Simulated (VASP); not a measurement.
Crystal: BAs.

```xyz
2
Lattice="0.0000 2.3919 2.3919 2.3919 0.0000 2.3919 2.3919 2.3919 0.0000" Properties=species:S:1:pos:R:3 pbc="T T T"
B     0.0000    0.0000    0.0000
As    1.1959    1.1959    1.1959
```

Base run:

* Program: VASP 6.6.1
* Functional: LDA
* Potentials or basis: VASP PAW LDA potentials, release 64 (B, As)
* Cutoff: 520 eV
* k mesh: 8 × 8 × 8
* Occupations: gaussian, width 0.01 eV
* Spin: no spin polarisation

Its results: band gap on the k mesh 1.14 eV, indirect (least direct gap 3.24 eV); pressure -3.7 GPa.

Task: The run is repeated on the same cell with these changes: functional from LDA to PBE; potentials or basis from VASP PAW LDA potentials, release 64 (B, As) to VASP PAW PBE potentials, release 64 (B, As). What comes out?

Result: Band gap on the k mesh 1.19 eV, indirect (least direct gap 3.27 eV); pressure 2.8 GPa.

A k mesh can miss the band edges.
